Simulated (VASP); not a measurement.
# CsI (Pm-3m) in VASP: single point with PBEsol

Aim: the single point of CsI with PBEsol.

Program: VASP 6.6.1. These are calculated values, not measurements. Logs are shortened: lines on timing, memory, paths and dates and some standing lists are left out, and cuts for length are marked.

### 1 The cell of the first run

The structure is cubic, space group Pm-3m (No. 221). The conventional cell has a = 4.503 Å, b = 4.503 Å, c = 4.503 Å, α = 90.00°, β = 90.00°, γ = 90.00°. Within 5.1 Å of Cs (site symmetry m-3m) lie 8 I at 3.90 Å and 6 Cs at 4.50 Å. I (site symmetry m-3m) has 8 Cs at 3.90 Å and 6 I at 4.50 Å within 5.1 Å.

### 2 Single point, PBEsol

Contents of INCAR:

```
SYSTEM = CsI
  ALGO = Normal
  EDIFF = 1E-6
  ENCUT = 500
  GGA = PS
  GGA_COMPAT = .False.
  ISIF = 2
  ISMEAR = -1
  LASPH = .True.
  LCHARG = .False.
  LREAL = .False.
  LWAVE = .False.
  NBANDS = 15
  NELM = 120
  PREC = Accurate
  SIGMA = 0.1
```

Contents of KPOINTS:

```
k-points
0
Gamma
  10 10 10
  0 0 0
```

Contents of POSCAR:

```
CsI
1.0
    4.5031926371      0.0000000000      0.0000000000
    0.0000000000      4.5031926371      0.0000000000
    0.0000000000      0.0000000000      4.5031926371
Cs I
1 1
Direct
    0.0000000000      0.0000000000      0.0000000000
    0.5000000000      0.5000000000      0.5000000000
```

Potentials or basis: VASP PAW PBE potentials, release 64 (Cs_sv, I).

Command:

```sh
$ cat potpaw_PBE.64/Cs_sv/POTCAR potpaw_PBE.64/I/POTCAR > POTCAR
$ mpirun -np 1 vasp_std > vasp.out
```

OUTCAR:

```text
SYSTEM = CsI
   EDIFF = 1E-6
   ENCUT = 500
   GGA = PS
   ISIF = 2
   ISMEAR = -1
   LASPH = .True.
   LREAL = .False.
   NELM = 120
   PREC = Accurate

 ion  position               nearest neighbor table
   1  0.000  0.000  0.000-
   2  0.500  0.500  0.500-

  LATTYP: Found a simple cubic cell.
 ALAT       =     4.5031926371

  Lattice vectors:

 A1 = (   4.5031926371,   0.0000000000,   0.0000000000)
 A2 = (   0.0000000000,   4.5031926371,   0.0000000000)
 A3 = (   0.0000000000,   0.0000000000,   4.5031926371)

Analysis of symmetry for initial positions (statically):
=====================================================================
 Subroutine PRICEL returns:
 Original cell was already a primitive cell.

 Routine SETGRP: Setting up the symmetry group for a
 simple cubic supercell.

 Subroutine GETGRP returns: Found 48 space group operations
 (whereof 48 operations were pure point group operations)
 out of a pool of 48 trial point group operations.

The static configuration has the point symmetry O_h .

Analysis of symmetry for dynamics (positions and initial velocities):
=====================================================================
 Subroutine PRICEL returns:
 Original cell was already a primitive cell.

 Routine SETGRP: Setting up the symmetry group for a
 simple cubic supercell.

 Subroutine GETGRP returns: Found 48 space group operations
 (whereof 48 operations were pure point group operations)
 out of a pool of 48 trial point group operations.

The dynamic configuration has the point symmetry O_h .

 Subroutine INISYM returns: Found 48 space group operations
 (whereof 48 operations are pure point group operations),
 and found     1 'primitive' translations

----------------------------------------------------------------------------------------

                                     Primitive cell

  volume of cell :      91.3191

  direct lattice vectors                    reciprocal lattice vectors
     4.503192637  0.000000000  0.000000000     0.222064673  0.000000000  0.000000000
     0.000000000  4.503192637  0.000000000     0.000000000  0.222064673  0.000000000
     0.000000000  0.000000000  4.503192637     0.000000000  0.000000000  0.222064673

  length of vectors
     4.503192637  4.503192637  4.503192637     0.222064673  0.222064673  0.222064673

  position of ions in fractional coordinates (direct lattice)
     0.000000000  0.000000000  0.000000000
     0.500000000  0.500000000  0.500000000

  ion indices of the primitive-cell ions
   primitive index   ion index
                 1           1
                 2           2

----------------------------------------------------------------------------------------

 KPOINTS: k-points

Automatic generation of k-mesh.
 Grid dimensions read from file:
 generate k-points for:   10   10   10

 Generating k-lattice:

  Cartesian coordinates                     Fractional coordinates (reciprocal lattice)
     0.022206467  0.000000000  0.000000000     0.100000000  0.000000000  0.000000000
     0.000000000  0.022206467  0.000000000     0.000000000  0.100000000  0.000000000
     0.000000000  0.000000000  0.022206467     0.000000000  0.000000000  0.100000000

  Length of vectors
     0.022206467  0.022206467  0.022206467

  Shift w.r.t. Gamma in fractional coordinates (k-lattice)
     0.000000000  0.000000000  0.000000000

 Subroutine IBZKPT returns following result:
 ===========================================

 Found     56 irreducible k-points:

 Following reciprocal coordinates:
            Coordinates               Weight
  0.000000  0.000000  0.000000      1.000000
  0.100000  0.000000  0.000000      6.000000
  0.200000  0.000000  0.000000      6.000000
  0.300000  0.000000  0.000000      6.000000
  0.400000  0.000000  0.000000      6.000000
  0.500000  0.000000  0.000000      3.000000
[... 16 lines left out ...]
  0.200000  0.100000  0.100000     24.000000
  0.300000  0.100000  0.100000     24.000000
 [... further k-points ...]
   k-points           NKPTS =     56   k-points in BZ     NKDIM =     56   number of bands    NBANDS=     15
   number of dos      NEDOS =    301   number of ions     NIONS =      2
   total plane-waves  NPLWV =  46656
   dimension x,y,z NGX =    36 NGY =   36 NGZ =   36
   dimension x,y,z NGXF=    72 NGYF=   72 NGZF=   72
   ions per type =               1   1
   NGX,Y,Z   is equivalent  to a cutoff of  13.29, 13.29, 13.29 a.u.
   NGXF,Y,Z  is equivalent  to a cutoff of  26.58, 26.58, 26.58 a.u.
 SYSTEM =  CsI
   PREC   = accura    normal or accurate (medium, high low for compatibility)
   ISTART =      0    job   : 0-new  1-cont  2-samecut
   ICHARG =      2    charge: 1-file 2-atom 10-const
   ISPIN  =      1    spin polarized calculation?
   LNONCOLLINEAR =      F non collinear calculations
   LSORBIT =      F    spin-orbit coupling
   LASPH  =      T    aspherical Exc in radial PAW
   ENCUT  =  500.0 eV  36.75 Ry    6.06 a.u.   8.21  8.21  8.21*2*pi/ulx,y,z
   NELM   =    120;   NELMIN=  2; NELMDL= -5     # of ELM steps
   EDIFF  = 0.1E-05   stopping-criterion for ELM
   LREAL  =      F    real-space projection
   EDIFFG = 0.1E-04   stopping-criterion for IOM
   NSW    =      0    number of steps for IOM
   IBRION =     -1    ionic relax: 0-MD 1-quasi-New 2-CG
   NFREE  =      0    steps in history (QN), initial steepest desc. (CG)
   ISIF   =      2    stress and relaxation
   ISYM   =      2    0-nonsym 1-usesym 2-fastsym
   POTIM  = 0.5000    time-step for ionic-motion
   TEBEG  =    0.0;   TEEND  =   0.0 temperature during run
   PSTRESS=    0.0 pullay stress
   NELECT =      16.0000    total number of electrons
   NUPDOWN=      -1.0000    fix difference up-down
   EMIN   =  10.00;   EMAX   =-10.00  energy-range for DOS
   EFERMI =   0.00;   METHOD = LEGACY
   ISMEAR =    -1;   SIGMA  =   0.10  broadening in eV -4-tet -1-fermi 0-gaus
   EFERMI_NEDOS =   21; number of points for ismear=-14 and -15
   IALGO  =     38    algorithm
   IMIX   =      4    mixing-type and parameters
     AMIX     =   0.40;   BMIX     =  1.00
     AMIX_MAG =   1.60;   BMIX_MAG =  1.00
  volume/ion in A,a.u.               =      45.66       308.13
  Fermi-wavevector in a.u.,A,eV,Ry     =   0.916068  1.731117 11.417741  0.839180
  Thomas-Fermi vector in A             =   2.040881
   LORBIT       =      0    0 simple, 1 ext, 2 COOP (PROOUT), +10 PAW based schemes
   GGA     = PS    functional components
   LHFCALC =     F    Hartree Fock is set to
   AEXX    =    0.0000 exact exchange contribution
   IVDW    =     0    specifies the selected vdW correction
   LEPSILON=     F    determine dielectric tensor
   LRPA    =     F    only Hartree local field effects (RPA)
 non-spin polarized calculation
  energy-cutoff  :      500.00
  volume of cell :       91.32
 maximum number of plane-waves:      2360
 NGX is ok and might be reduce to    36
   NGX = 17   NGY = 17   NGZ = 17

 number of electron      15.9999999 magnetization

 Free energy of the ion-electron system (eV)
  ---------------------------------------------------
  ext. energy  EPLUGINS =         0.00000000
  ---------------------------------------------------
  free energy    TOTEN  =        -5.77455993 eV

  energy without entropy =       -5.77455993  energy(sigma->0) =       -5.77455993

 E-fermi :   3.0228     XC(G=0):  -8.1372

 val. band max:        0.9531924922   @ k =   0.5000   0.5000   0.0000
 cond. band min:       4.7934731297   @ k =   0.0000   0.0000   0.0000
 fundamental gap:      3.8402806375
 Fermi energy:         3.0227812522

 k-point     1 :       0.0000    0.0000    0.0000
  band No.  band energies     occupation
      1     -19.3584      2.00000
      2      -9.8089      2.00000
      3      -6.0358      2.00000
      4      -6.0358      2.00000
      5      -6.0358      2.00000
      6       0.8707      2.00000
      7       0.8707      2.00000
      8       0.8707      2.00000
      9       4.7935      0.00000
     10       4.9597      0.00000
     11       4.9597      0.00000
     12       8.7844      0.00000
     13       8.7844      0.00000
     14       8.7844      0.00000
     15      11.2416      0.00000

 k-point     2 :       0.1000    0.0000    0.0000
  band No.  band energies     occupation
      1     -19.3555      2.00000
      2      -9.8104      2.00000
      3      -6.0535      2.00000
      4      -6.0285      2.00000
      5      -6.0285      2.00000
      6       0.6513      2.00000
      7       0.8530      2.00000
      8       0.8530      2.00000
      9       5.0228      0.00000
     10       5.0320      0.00000
     11       5.2183      0.00000
     12       8.7408      0.00000
     13       8.7408      0.00000
     14       8.8331      0.00000
     15      10.6149      0.00000

 k-point     3 :       0.2000    0.0000    0.0000
  band No.  band energies     occupation
      1     -19.3478      2.00000
      2      -9.8152      2.00000
      3      -6.0960      2.00000
      4      -6.0092      2.00000
      5      -6.0092      2.00000
      6       0.1744      2.00000
      7       0.8060      2.00000
      8       0.8060      2.00000
      9       5.2087      0.00000
     10       5.5733      0.00000
     11       5.9381      0.00000
     12       8.6768      0.00000
     13       8.6768      0.00000
     14       8.9726      0.00000
     15       9.6173      0.00000
[... 343 lines left out ...]
 k-point    23 :       0.2000    0.1000    0.1000
  band No.  band energies     occupation
      1     -19.3423      2.00000
      2      -9.8034      2.00000
      3      -6.1343      2.00000
      4      -6.0505      2.00000
      5      -5.9844      2.00000
      6       0.1689      2.00000
      7       0.6776      2.00000
      8       0.6782      2.00000
      9       5.5504      0.00000
     10       5.8769      0.00000
     11       6.0570      0.00000
     12       8.2396      0.00000
     13       8.3027      0.00000
     14       9.3477      0.00000
     15      10.1839      0.00000

 k-point    24 :       0.3000    0.1000    0.1000
  band No.  band energies     occupation
      1     -19.3330      2.00000
      2      -9.7989      2.00000
      3      -6.1884      2.00000
      4      -6.0245      2.00000
      5      -5.9930      2.00000
      6      -0.2279      2.00000
      7       0.6114      2.00000
      8       0.6877      2.00000
      9       5.7896      0.00000
     10       6.4137      0.00000
     11       6.8111      0.00000
     12       8.1514      0.00000
     13       8.2948      0.00000
     14       8.9926      0.00000
     15       9.5695      0.00000

 [... further k-points ...]

------------------------ aborting loop because EDIFF is reached ----------------------------------------

  FORCE on cell =-STRESS in cart. coord.  units (eV):
  Direction    XX          YY          ZZ          XY          YZ          ZX
  --------------------------------------------------------------------------------------
  -------------------------------------------------------------------------------------
  Total        0.0516109      0.0516109      0.0516109      0.0000000      0.0000000      0.0000000
  in kB        0.9055041      0.9055041      0.9055041      0.0000000      0.0000000      0.0000000
  external PRESSURE =       0.9055041 kB  Pullay stress =       0.0000000 kB

 VOLUME and BASIS-vectors are now :
 -----------------------------------------------------------------------------
  energy-cutoff  :      500.00
  volume of cell :       91.32
      direct lattice vectors                 reciprocal lattice vectors
     4.503192637  0.000000000  0.000000000     0.222064673  0.000000000  0.000000000
     0.000000000  4.503192637  0.000000000     0.000000000  0.222064673  0.000000000
     0.000000000  0.000000000  4.503192637     0.000000000  0.000000000  0.222064673

 POSITION                                       TOTAL-FORCE (eV/Angst)
 -----------------------------------------------------------------------------------
      0.00000      0.00000      0.00000         0.000000      0.000000      0.000000
      2.25160      2.25160      2.25160         0.000000      0.000000      0.000000
 -----------------------------------------------------------------------------------
    total drift:                               -0.000000      0.000000      0.000000

  FREE ENERGIE OF THE ION-ELECTRON SYSTEM (eV)
  ---------------------------------------------------
  free  energy   TOTEN  =        -5.7745599262 eV

  energy  without entropy=       -5.7745599253  energy(sigma->0) =       -5.77455993
```

It took 78 s on 1 thread of Intel Xeon 8259CL, shared host; peak memory 0.25 GiB.

What came out:

* Free energy: -5.7746 eV
* Pressure: 0.1 GPa
* Band gap on the k mesh: 3.84 eV (least direct gap 3.92 eV)

Caveat: the PAW data sets were made with another functional, which shifts forces and pressure a little; spin-orbit coupling is left out, which moves the levels of the heavy elements.
